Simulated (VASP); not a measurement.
Write the native input for VASP 6.6.1 that does the following.

- Task: single point
- Functional: LDA
- Potentials or basis: VASP PAW LDA potentials, release 64 (Ti_sv)
- Cutoff: 520 eV
- k mesh: 21 × 21 × 12
- Occupations: fermi-dirac, width 0.05 eV
- Spin: collinear spin
- Starting moments: [1.0, 1.0] μB
- Dipole correction: no
- Further INCAR settings: ALGO = Normal; EDIFF = 1e-06; NBANDS = 23

The structure of Ti lies in POSCAR:

```
Ti
1.0
    2.7436067191      0.0000000000      0.0000000000
   -1.3718033595      2.3760331167      0.0000000000
    0.0000000000      0.0000000000      4.3502973115
Ti
2
Direct
    0.3333333333      0.6666666667      0.2500000000
    0.6666666667      0.3333333333      0.7500000000
```

The input as run:

INCAR

```
PREC = Accurate ; ENCUT = 520
EDIFF = 1E-6 ; ISMEAR = -1
SIGMA = 0.05 ; LREAL = F
LASPH = T ; NELM = 150
ALGO = Normal ; ISIF = 2
LWAVE = F ; LCHARG = F
ISPIN = 2 ; MAGMOM = 1 1
LORBIT = 11 ; LMAXMIX = 4
NBANDS = 23
```

KPOINTS

```
regular mesh
0
Gamma
  21 21 12
```

Potentials or basis: VASP PAW LDA potentials, release 64 (Ti_sv).

Run with:

```bash
$ cat potpaw_LDA.64/Ti_sv/POTCAR > POTCAR
$ mpirun -np 1 vasp_std > vasp.out
```

It gave:

```
Pressure                                              : 19.7 GPa
Band gap on the k mesh                                : zero (filled and empty bands overlap)
Net moment                                            : 0.00 μB per cell
Valence electrons inside the program's atomic spheres : Ti 10.56
```

Caveat: the cell stands under pressure.

Wall time 4.2 min on 1 thread of Intel(R) Xeon(R) Platinum 8488C (Sapphire Rapids), on a shared host, peak memory 0.36 GiB.
